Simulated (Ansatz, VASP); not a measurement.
## HfH2: VASP beside Ansatz

```
CELL_PARAMETERS angstrom
-1.74784 1.74784 2.16604
1.74784 -1.74784 2.16604
1.74784 1.74784 -2.16604
ATOMIC_POSITIONS crystal
Hf 0.00000 0.00000 0.00000
H 0.25000 0.75000 0.50000
H 0.75000 0.25000 0.50000
```

Alike in both runs: task electric field gradients; functional r2SCAN; k mesh 15 × 15 × 15; occupations fermi-dirac, width 0.03 eV; no spin polarisation.

|  | VASP | Ansatz |
| --- | --- | --- |
| version | VASP 6.6.1 | Ansatz 0.2.0 |
| potentials or method | VASP PAW PBE potentials, release 64 (Hf_pv, H), cutoff 520 eV | PAW with Ansatz's default frozen-core files, scalar-relativistic |
| valence electrons in the cell | 12 | 28 |

Ansatz gave:

* gap on the k mesh at the Fermi level (eV): none
* pressure (GPa): -3.5
* traceless stress, the component that is largest in VASP (GPa): 0.33

**Question.** Estimate VASP's values.

**Answer.** gap on the k mesh at the Fermi level (eV): none; pressure (GPa): -4.5; traceless stress, the component that is largest in VASP (GPa): 0.45.

VASP's potentials were made for PBE, not for r2SCAN. A gap of «none» marks a metal or a gap that the smearing closes. The functional is the same, so the differences come from potentials, cutoffs and numerics. VASP's potentials hold 12 valence electrons a cell and Ansatz's 28, so a difference there can come from the potentials and not from the codes.

Spin-orbit coupling is off throughout.
